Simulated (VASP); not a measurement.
# Si (Fd-3m) in VASP: a series of runs

Si is run at these levels: LDA, PBE, PBEsol; tasks: single point.

Everything below comes from runs of VASP 6.6.1. Logs are shortened: lines on timing, memory, paths and dates and some standing lists are left out, and cuts for length are marked.

**1. The cell of the first run**

Symmetry: Fd-3m, No. 227, cubic system. Conventional cell: a = 5.448 Å, b = 5.448 Å, c = 5.448 Å, α = 90.00°, β = 90.00°, γ = 90.00°. Within 3.1 Å of Si (site symmetry -43m) lie 4 Si at 2.36 Å.

**2. Single point, LDA**

The input, INCAR:

```
PREC = Accurate
ENCUT = 520
EDIFF = 1E-6
ISMEAR = 0
SIGMA = 0.01
LREAL = False
LASPH = True
NELM = 80
ALGO = Normal
ISIF = 2
LWAVE = False
LCHARG = True
GGA = CA
LELF = True
LVHAR = True
NBANDS = 11
```

The input, KPOINTS:

```
Automatic mesh
0
Gamma
  8 8 8
```

The input, POSCAR:

```
Si
1.0
    0.0000000000      2.7240200000      2.7240200000
    2.7240200000      0.0000000000      2.7240200000
    2.7240200000      2.7240200000      0.0000000000
Si
2
Direct
    0.0000000000      0.0000000000      0.0000000000
    0.2500000000      0.2500000000      0.2500000000
```

Potentials or basis: VASP PAW LDA potentials, release 64 (Si).

Run with:

```
$ cat potpaw_LDA.64/Si/POTCAR > POTCAR
$ mpirun -np 1 vasp_std > vasp.out
```

OUTCAR:

```text
PREC = Accurate
   ENCUT = 520
   EDIFF = 1E-6
   ISMEAR = 0
   LREAL = False
   LASPH = True
   NELM = 80
   ISIF = 2
   GGA = CA

 ion  position               nearest neighbor table
   1  0.000  0.000  0.000-   2 2.36   2 2.36   2 2.36   2 2.36
   2  0.250  0.250  0.250-   1 2.36   1 2.36   1 2.36   1 2.36

  LATTYP: Found a face centered cubic cell.
 ALAT       =     5.4480400000

  Lattice vectors:

 A1 = (   0.0000000000,   2.7240200000,   2.7240200000)
 A2 = (   2.7240200000,   0.0000000000,   2.7240200000)
 A3 = (   2.7240200000,   2.7240200000,   0.0000000000)

Analysis of symmetry for initial positions (statically):
=====================================================================
 Subroutine PRICEL returns:
 Original cell was already a primitive cell.

 Routine SETGRP: Setting up the symmetry group for a
 face centered cubic supercell.

 Subroutine GETGRP returns: Found 48 space group operations
 (whereof 24 operations were pure point group operations)
 out of a pool of 48 trial point group operations.

The static configuration has the point symmetry T_d .
 The point group associated with its full space group is O_h .

Analysis of symmetry for dynamics (positions and initial velocities):
=====================================================================
 Subroutine PRICEL returns:
 Original cell was already a primitive cell.

 Routine SETGRP: Setting up the symmetry group for a
 face centered cubic supercell.

 Subroutine GETGRP returns: Found 48 space group operations
 (whereof 24 operations were pure point group operations)
 out of a pool of 48 trial point group operations.

The dynamic configuration has the point symmetry T_d .
 The point group associated with its full space group is O_h .

 Subroutine INISYM returns: Found 48 space group operations
 (whereof 24 operations are pure point group operations),
 and found     1 'primitive' translations

----------------------------------------------------------------------------------------

                                     Primitive cell

  volume of cell :      40.4260

  direct lattice vectors                    reciprocal lattice vectors
     0.000000000  2.724020000  2.724020000    -0.183552250  0.183552250  0.183552250
     2.724020000  0.000000000  2.724020000     0.183552250 -0.183552250  0.183552250
     2.724020000  2.724020000  0.000000000     0.183552250  0.183552250 -0.183552250

  length of vectors
     3.852346028  3.852346028  3.852346028     0.317921823  0.317921823  0.317921823

  position of ions in fractional coordinates (direct lattice)
     0.000000000  0.000000000  0.000000000
     0.250000000  0.250000000  0.250000000

  ion indices of the primitive-cell ions
   primitive index   ion index
                 1           1
                 2           2

----------------------------------------------------------------------------------------

 KPOINTS: Automatic mesh

Automatic generation of k-mesh.
 Grid dimensions read from file:
 generate k-points for:    8    8    8

 Generating k-lattice:

  Cartesian coordinates                     Fractional coordinates (reciprocal lattice)
    -0.022944031  0.022944031  0.022944031     0.125000000  0.000000000  0.000000000
     0.022944031 -0.022944031  0.022944031     0.000000000  0.125000000  0.000000000
     0.022944031  0.022944031 -0.022944031     0.000000000  0.000000000  0.125000000

  Length of vectors
     0.039740228  0.039740228  0.039740228

  Shift w.r.t. Gamma in fractional coordinates (k-lattice)
     0.000000000  0.000000000  0.000000000

 Subroutine IBZKPT returns following result:
 ===========================================

 Found     29 irreducible k-points:

 Following reciprocal coordinates:
            Coordinates               Weight
  0.000000  0.000000  0.000000      1.000000
  0.125000  0.000000  0.000000      8.000000
  0.250000  0.000000  0.000000      8.000000
  0.375000  0.000000  0.000000      8.000000
  0.500000  0.000000  0.000000      4.000000
  0.125000  0.125000  0.000000      6.000000
[... 16 lines left out ...]
  0.500000  0.250000  0.125000     48.000000
 -0.375000  0.250000  0.125000     24.000000
 [... further k-points ...]
   k-points           NKPTS =     29   k-points in BZ     NKDIM =     29   number of bands    NBANDS=     11
   number of dos      NEDOS =    301   number of ions     NIONS =      2
   total plane-waves  NPLWV =  27000
   dimension x,y,z NGX =    30 NGY =   30 NGZ =   30
   dimension x,y,z NGXF=    60 NGYF=   60 NGZF=   60
   ions per type =               2
   NGX,Y,Z   is equivalent  to a cutoff of  12.95, 12.95, 12.95 a.u.
   NGXF,Y,Z  is equivalent  to a cutoff of  25.89, 25.89, 25.89 a.u.
 SYSTEM =  unknown system
   PREC   = accura    normal or accurate (medium, high low for compatibility)
   ISTART =      0    job   : 0-new  1-cont  2-samecut
   ICHARG =      2    charge: 1-file 2-atom 10-const
   ISPIN  =      1    spin polarized calculation?
   LNONCOLLINEAR =      F non collinear calculations
   LSORBIT =      F    spin-orbit coupling
   LASPH  =      T    aspherical Exc in radial PAW
   ENCUT  =  520.0 eV  38.22 Ry    6.18 a.u.   7.16  7.16  7.16*2*pi/ulx,y,z
   NELM   =     80;   NELMIN=  2; NELMDL= -5     # of ELM steps
   EDIFF  = 0.1E-05   stopping-criterion for ELM
   LREAL  =      F    real-space projection
   EDIFFG = 0.1E-04   stopping-criterion for IOM
   NSW    =      0    number of steps for IOM
   IBRION =     -1    ionic relax: 0-MD 1-quasi-New 2-CG
   NFREE  =      0    steps in history (QN), initial steepest desc. (CG)
   ISIF   =      2    stress and relaxation
   ISYM   =      2    0-nonsym 1-usesym 2-fastsym
   POTIM  = 0.5000    time-step for ionic-motion
   TEBEG  =    0.0;   TEEND  =   0.0 temperature during run
   PSTRESS=    0.0 pullay stress
   NELECT =       8.0000    total number of electrons
   NUPDOWN=      -1.0000    fix difference up-down
   EMIN   =  10.00;   EMAX   =-10.00  energy-range for DOS
   EFERMI =   0.00;   METHOD = LEGACY
   ISMEAR =     0;   SIGMA  =   0.01  broadening in eV -4-tet -1-fermi 0-gaus
   EFERMI_NEDOS =   21; number of points for ismear=-14 and -15
   IALGO  =     38    algorithm
   IMIX   =      4    mixing-type and parameters
     AMIX     =   0.40;   BMIX     =  1.00
     AMIX_MAG =   1.60;   BMIX_MAG =  1.00
  volume/ion in A,a.u.               =      20.21       136.40
  Fermi-wavevector in a.u.,A,eV,Ry     =   0.954006  1.802810 12.383041  0.910128
  Thomas-Fermi vector in A             =   2.082713
   LORBIT       =      0    0 simple, 1 ext, 2 COOP (PROOUT), +10 PAW based schemes
   GGA     = CA    functional components
   LHFCALC =     F    Hartree Fock is set to
   AEXX    =    0.0000 exact exchange contribution
   IVDW    =     0    specifies the selected vdW correction
   LEPSILON=     F    determine dielectric tensor
   LRPA    =     F    only Hartree local field effects (RPA)
 non-spin polarized calculation
 Gauss-broadening in eV      SIGMA  =   0.01
  energy-cutoff  :      520.00
  volume of cell :       40.43
 maximum number of plane-waves:      1106
 NGX is ok and might be reduce to    30
   NGX = 15   NGY = 15   NGZ = 15

 number of electron       8.0000001 magnetization

 Free energy of the ion-electron system (eV)
  ---------------------------------------------------
  ext. energy  EPLUGINS =         0.00000000
  ---------------------------------------------------
  free energy    TOTEN  =       -11.90840463 eV

  energy without entropy =      -11.90840463  energy(sigma->0) =      -11.90840463

 E-fermi :   5.7776     XC(G=0):  -9.5693

 val. band max:        5.6742762805   @ k =   0.0000   0.0000   0.0000
 cond. band min:       6.2028994041   @ k =   0.3750   0.3750   0.0000
 fundamental gap:      0.5286231236
 Fermi energy:         5.7776171615

 k-point     1 :       0.0000    0.0000    0.0000
  band No.  band energies     occupation
      1      -6.2184      2.00000
      2       5.6743      2.00000
      3       5.6743      2.00000
      4       5.6743      2.00000
      5       8.1934      0.00000
      6       8.1934      0.00000
      7       8.1934      0.00000
      8       8.7742      0.00000
      9      13.3099      0.00000
     10      13.3958      0.00000
     11      13.3958      0.00000

 k-point     2 :       0.1250    0.0000    0.0000
  band No.  band energies     occupation
      1      -6.0159      2.00000
      2       4.0646      2.00000
      3       5.3875      2.00000
      4       5.3875      2.00000
      5       8.0665      0.00000
      6       8.6135      0.00000
      7       8.6135      0.00000
      8      10.1723      0.00000
      9      12.8944      0.00000
     10      12.8944      0.00000
     11      14.1114      0.00000

 k-point     3 :       0.2500    0.0000    0.0000
  band No.  band energies     occupation
      1      -5.4250      2.00000
      2       1.7484      2.00000
      3       4.9213      2.00000
      4       4.9213      2.00000
      5       7.5680      0.00000
      6       9.1281      0.00000
      7       9.1281      0.00000
      8      12.3609      0.00000
      9      12.8314      0.00000
     10      12.8314      0.00000
     11      14.4126      0.00000
[... 267 lines left out ...]
 k-point    23 :       0.5000    0.2500    0.1250
  band No.  band energies     occupation
      1      -4.0181      2.00000
      2      -0.1522      2.00000
      3       2.3592      2.00000
      4       3.7560      2.00000
      5       8.4640      0.00000
      6       9.1385      0.00000
      7      10.5853      0.00000
      8      11.5165      0.00000
      9      14.5724      0.00000
     10      15.2287      0.00000
     11      17.4829      0.00000

 k-point    24 :      -0.3750    0.2500    0.1250
  band No.  band energies     occupation
      1      -3.3704      2.00000
      2      -1.0896      2.00000
      3       2.2292      2.00000
      4       3.5284      2.00000
      5       8.6387      0.00000
      6       8.7295      0.00000
      7      11.4883      0.00000
      8      12.6763      0.00000
      9      12.9300      0.00000
     10      16.1182      0.00000
     11      17.1863      0.00000

 [... further k-points ...]

------------------------ aborting loop because EDIFF is reached ----------------------------------------

  FORCE on cell =-STRESS in cart. coord.  units (eV):
  Direction    XX          YY          ZZ          XY          YZ          ZX
  --------------------------------------------------------------------------------------
  -------------------------------------------------------------------------------------
  Total       -0.5770206     -0.5770206     -0.5770206      0.0000000      0.0000000      0.0000000
  in kB      -22.8686746    -22.8686746    -22.8686746      0.0000000      0.0000000      0.0000000
  external PRESSURE =     -22.8686746 kB  Pullay stress =       0.0000000 kB

 VOLUME and BASIS-vectors are now :
 -----------------------------------------------------------------------------
  energy-cutoff  :      520.00
  volume of cell :       40.43
      direct lattice vectors                 reciprocal lattice vectors
     0.000000000  2.724020000  2.724020000    -0.183552250  0.183552250  0.183552250
     2.724020000  0.000000000  2.724020000     0.183552250 -0.183552250  0.183552250
     2.724020000  2.724020000  0.000000000     0.183552250  0.183552250 -0.183552250

 POSITION                                       TOTAL-FORCE (eV/Angst)
 -----------------------------------------------------------------------------------
      0.00000      0.00000      0.00000        -0.000000     -0.000000     -0.000000
      1.36201      1.36201      1.36201         0.000000      0.000000      0.000000
 -----------------------------------------------------------------------------------
    total drift:                               -0.000000     -0.000000     -0.000000

  FREE ENERGIE OF THE ION-ELECTRON SYSTEM (eV)
  ---------------------------------------------------
  free  energy   TOTEN  =       -11.9084046306 eV

  energy  without entropy=      -11.9084046306  energy(sigma->0) =      -11.90840463
```

It took 5.2 s on 1 thread of Intel Xeon 6975P-C (Granite Rapids), shared host; peak memory 0.14 GiB.

What came out:

- Free energy: -11.9084 eV
- Pressure: -2.3 GPa
- Band gap on the k mesh: 0.53 eV, indirect (least direct gap 2.52 eV)

A k mesh can miss the band edges. A hybrid or GW would open this gap; LDA tends to underestimate it.

**3. Single point, PBE**

The input, INCAR:

```
SYSTEM = Si
PREC = Accurate
ENCUT = 520
EDIFF = 1E-7
ISMEAR = 0
SIGMA = 0.01
LREAL = .False.
LASPH = .True.
NELM = 60
ALGO = Normal
ISIF = 2
LWAVE = .False.
LCHARG = .False.
GGA = PE
NBANDS = 11
```

The input, KPOINTS:

```
Automatic mesh
0
Gamma
  8 8 8
  0 0 0
```

POSCAR is that of step 2.

Potentials or basis: VASP PAW PBE potentials, release 64 (Si).

Run with:

```
$ cat potpaw_PBE.64/Si/POTCAR > POTCAR
$ mpirun -np 1 vasp_std > vasp.out
```

OUTCAR:

```text
SYSTEM = Si
   PREC = Accurate
   ENCUT = 520
   EDIFF = 1E-7
   ISMEAR = 0
   LREAL = .False.
   LASPH = .True.
   NELM = 60
   ISIF = 2
   GGA = PE

 ion  position               nearest neighbor table
   1  0.000  0.000  0.000-   2 2.36   2 2.36   2 2.36   2 2.36
   2  0.250  0.250  0.250-   1 2.36   1 2.36   1 2.36   1 2.36

  LATTYP: Found a face centered cubic cell.
 ALAT       =     5.4480400000

  Lattice vectors:

 A1 = (   0.0000000000,   2.7240200000,   2.7240200000)
[... 524 lines left out ...]

------------------------ aborting loop because EDIFF is reached ----------------------------------------

  FORCE on cell =-STRESS in cart. coord.  units (eV):
  Direction    XX          YY          ZZ          XY          YZ          ZX
  --------------------------------------------------------------------------------------
  -------------------------------------------------------------------------------------
  Total        0.2614554      0.2614554      0.2614554     -0.0000000     -0.0000000     -0.0000000
  in kB       10.3620877     10.3620877     10.3620877     -0.0000000     -0.0000000     -0.0000000
  external PRESSURE =      10.3620877 kB  Pullay stress =       0.0000000 kB

 VOLUME and BASIS-vectors are now :
 -----------------------------------------------------------------------------
  energy-cutoff  :      520.00
  volume of cell :       40.43
      direct lattice vectors                 reciprocal lattice vectors
     0.000000000  2.724020000  2.724020000    -0.183552250  0.183552250  0.183552250
     2.724020000  0.000000000  2.724020000     0.183552250 -0.183552250  0.183552250
     2.724020000  2.724020000  0.000000000     0.183552250  0.183552250 -0.183552250

 POSITION                                       TOTAL-FORCE (eV/Angst)
 -----------------------------------------------------------------------------------
      0.00000      0.00000      0.00000         0.000000      0.000000     -0.000000
      1.36201      1.36201      1.36201        -0.000000     -0.000000      0.000000
 -----------------------------------------------------------------------------------
    total drift:                               -0.000000     -0.000000     -0.000000

  FREE ENERGIE OF THE ION-ELECTRON SYSTEM (eV)
  ---------------------------------------------------
  free  energy   TOTEN  =       -10.8445830438 eV

  energy  without entropy=      -10.8445830438  energy(sigma->0) =      -10.84458304
```

It took 6.3 s on 1 thread of Intel Xeon 6975P-C (Granite Rapids), shared host; peak memory 0.15 GiB.

Results:

```yaml
Free_energy: -10.8446 eV
Pressure: 1.0 GPa
Band_gap_on_the_k_mesh: 0.63 eV, indirect (least direct gap 2.56 eV)
```

A k mesh can miss the band edges. As with any semilocal functional, this PBE gap is likely too small.

**4. Single point, PBEsol**

Changes to INCAR since step 3:

```diff
@@ -8,3 +8,3 @@
 LASPH = .True.
-NELM = 60
+NELM = 100
 ALGO = Normal
@@ -13,3 +13,3 @@
 LCHARG = .False.
-GGA = PE
+GGA = PS
 NBANDS = 11
```

KPOINTS is that of step 3.

POSCAR is that of step 3.

Run with:

```
$ cat potpaw_PBE.64/Si/POTCAR > POTCAR
$ mpirun -np 1 vasp_std > vasp.out
```

It took 5.8 s on 1 thread of Intel Xeon 6975P-C (Granite Rapids), shared host; peak memory 0.16 GiB.

The run converged. Its results:

| Property | Result |
| --- | --- |
| Free energy | -11.4886 eV |
| Pressure | -0.6 GPa |
| Band gap on the k mesh | 0.52 eV, indirect (least direct gap 2.51 eV) |

Levels at points of the mesh, in eV from the valence-band top:
```tsv
k point	band 1	band 2	band 3	band 4	band 5	band 6	band 7	band 8	band 9
(0.00, 0.00, 0.00)	-11.93	0.00	0.00	0.00	2.51	2.51	2.51	3.22	7.67
(0.50, 0.00, 0.00)	-9.60	-6.97	-1.20	-1.20	1.43	3.28	3.28	7.50	10.48
(0.50, 0.50, 0.00)	-7.80	-7.80	-2.85	-2.85	0.61	0.61	9.98	9.98	10.90
```

Caveat: the PAW data sets were made with another functional, which shifts forces and pressure a little.

**5. Overview**

```tsv
level	potentials or basis	gap on the mesh (eV)	pressure (GPa)
LDA	VASP PAW LDA potentials, release 64 (Si)	0.53	-2.3
PBE	VASP PAW PBE potentials, release 64 (Si)	0.63	1.0
PBEsol	VASP PAW PBE potentials, release 64 (Si)	0.52	-0.6
```

Alike in all rows: task single point; no spin polarisation; cell as given; k mesh 8 × 8 × 8; cutoff (eV) 520; smearing gaussian 0.01 eV.

Caveats: the PAW data sets were made with another functional, which shifts forces and pressure a little (some runs).

Total energies depend on the potentials used, so only differences within one code and one set of settings carry meaning.
